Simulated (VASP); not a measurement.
System: Ba7Hf8O23 (a cell with a defect).

```
Ba Hf O
1.0
     8.31519    0.00000    0.00000
     0.00000    8.31519    0.00000
     0.00000    0.00000    8.31519
Ba Hf O
7 8 23
Direct
  0.99117 0.99165 0.99909
  0.99118 0.99165 0.49993
  0.99038 0.50705 0.00022
  0.98058 0.50622 0.50005
  0.50653 0.99094 0.00019
  0.50575 0.98125 0.50004
  0.50702 0.50740 0.00117
  0.25305 0.25358 0.26843
  0.25329 0.25385 0.73191
  0.25049 0.74696 0.24887
  0.25080 0.74672 0.75121
  0.74657 0.25102 0.24892
  0.74621 0.25127 0.75124
  0.74560 0.74612 0.25301
  0.74544 0.74597 0.74707
  0.24461 0.24545 0.50014
  0.24729 0.75663 0.00015
  0.24382 0.76603 0.50021
  0.75586 0.24800 0.00019
  0.76550 0.24431 0.50029
  0.75093 0.75142 0.00027
  0.75763 0.75827 0.50029
  0.00746 0.24979 0.23228
  0.00830 0.25050 0.76915
  0.99963 0.75070 0.25257
  0.99975 0.75111 0.74817
  0.49419 0.24565 0.21889
  0.49496 0.24661 0.78039
  0.49889 0.76029 0.24405
  0.49905 0.76080 0.75660
  0.24908 0.00805 0.23231
  0.24982 0.00884 0.76886
  0.24527 0.49471 0.21866
  0.24617 0.49555 0.78052
  0.75030 0.00022 0.25255
  0.75068 0.00026 0.74833
  0.75954 0.49951 0.24419
  0.76021 0.49957 0.75656
```

Base run:

```yaml
Program: VASP 6.6.1
Functional: HSE06
Potentials_or_basis: VASP PAW PBE potentials, release 64 (Ba_sv, Hf_pv, O)
Cutoff: 520 eV
k_mesh: 1 × 1 × 1, shifted
Occupations: fermi-dirac, width 0.05 eV
Spin: no spin polarisation
```

Its results: band gap on the k mesh 4.43 eV; pressure -1.0 GPa; largest force 0.180 eV/Å.

**Question.** The run is repeated on the same cell with these changes: functional from HSE06 to PBEsol. What comes out?

**Answer.** Band gap on the k mesh 2.99 eV; pressure -1.8 GPa; largest force 0.106 eV/Å.

Caveats: the PAW data sets were made with another functional, which shifts forces and pressure a little; spin-orbit coupling is left out, which moves the levels of the heavy elements.

A k mesh can miss the band edges.
